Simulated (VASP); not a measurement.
Here is a VASP 6.6.1 calculation.

File INCAR:

```
SYSTEM = ZnS
  PREC = Accurate
  ENCUT = 500
  EDIFF = 1E-6
  ISMEAR = 0
  SIGMA = 0.01
  LREAL = .FALSE.
  LASPH = .TRUE.
  NELM = 120
  ALGO = Normal
  ISIF = 2
  LWAVE = .FALSE.
  LCHARG = .FALSE.
  GGA = PE
  NBANDS = 16
  GGA_COMPAT = .FALSE.
```

The input KPOINTS:

```
regular mesh
0
G
  2 2 2
  0 0 0
```

File POSCAR:

```
ZnS
1.0
    0.0000000000      2.7580526800      2.7580526800
    2.7580526800      0.0000000000      2.7580526800
    2.7580526800      2.7580526800      0.0000000000
Zn S
1 1
Direct
    0.0000000000      0.0000000000      0.0000000000
    0.2500000000      0.2500000000      0.2500000000
```

Potentials or basis: VASP PAW PBE potentials, release 64 (Zn, S).

Run with:

```bash
$ cat potpaw_PBE.64/Zn/POTCAR potpaw_PBE.64/S/POTCAR > POTCAR
$ mpirun -np 1 vasp_std > vasp.out
```

Predict the band gap on the k mesh.

1.71 eV, direct.

What does it give for the pressure?

2.6 GPa.

Caveat: the k points lie up to 0.99 Å⁻¹ apart. PBE gaps usually lie below the measured ones, often by a third to a half.
